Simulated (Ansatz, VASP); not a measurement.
**Two plane-wave programs on BaS**

```xyz
2
Lattice="3.8338 0.0000 0.0000 0.0000 3.8338 0.0000 0.0000 0.0000 3.9541" Properties=species:S:1:pos:R:3 pbc="T T T"
Ba    0.0000    0.0000    0.0000
S     1.9169    1.9169    1.9771
```

Change from the starting cell: uniaxial_z strain +3.1%.

Alike in both runs: task single point; functional HSE06; k mesh 4 × 4 × 4; no spin polarisation.

|  | VASP | Ansatz |
| --- | --- | --- |
| version | VASP 6.6.1 | Ansatz 0.2.0 |
| potentials or method | VASP PAW PBE potentials, release 64 (Ba_sv, S) | plane waves, PAW |
| plane-wave cutoff (eV) | 520 | 420 |
| occupations | gaussian, width 0.01 eV | fixed |
| valence electrons in the cell | 16 | 16 |

Ansatz gave:

| Item | Value |
| --- | --- |
| gap on the k mesh at the Fermi level (eV) | 2.38 |
| pressure (GPa) | -1.7 |
| traceless stress, the component that is largest in VASP (GPa) | -2.38 |

Task: What did VASP give for the same quantities?

Result: gap on the k mesh at the Fermi level (eV): 2.28; pressure (GPa): -1.0; traceless stress, the component that is largest in VASP (GPa): -2.39.

Ansatz's warnings: stress exchange threshold loose, stress scf threshold loose.

Neither program's run includes spin-orbit coupling.
